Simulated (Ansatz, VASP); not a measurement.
**One calculation of InSb, two programs**

```
In Sb
1.0
     3.04583    0.00000    0.00000
     0.00000    3.04583    0.00000
     0.00000    0.00000    5.41397
In Sb
1 1
Direct
  0.00000 0.00000 0.00000
  0.00000 0.00000 0.50000
```

Alike in both runs: task single point; functional LDA; k mesh 16 × 16 × 8; occupations gaussian, width 0.15 eV; no spin polarisation.

|  | VASP | Ansatz |
| --- | --- | --- |
| version | VASP 6.6.1 | Ansatz 0.2.0 |
| potentials or method | VASP PAW LDA potentials, release 64 (In_d, Sb), cutoff 520 eV | scalar-relativistic, plane waves, PAW |
| valence electrons in the cell | 18 | 28 |

```csv
,VASP,Ansatz,Ansatz less VASP
gap on the k mesh at the Fermi level (eV),none,none,-
pressure (GPa),7.6,7.4,-0.20
"traceless stress, the component that is largest in VASP (GPa)",14.45,14.45,-0.004
```

Ansatz warns that its potentials were made for another functional, while VASP's fit it. LDA's correlation is that of Perdew and Zunger in VASP and of Perdew and Wang (1992) in Ansatz. A gap of «none» marks a metal or a gap that the smearing closes. VASP's potentials hold 18 valence electrons a cell and Ansatz's 28, so a difference there can come from the potentials and not from the codes.

Spin-orbit coupling is off throughout.
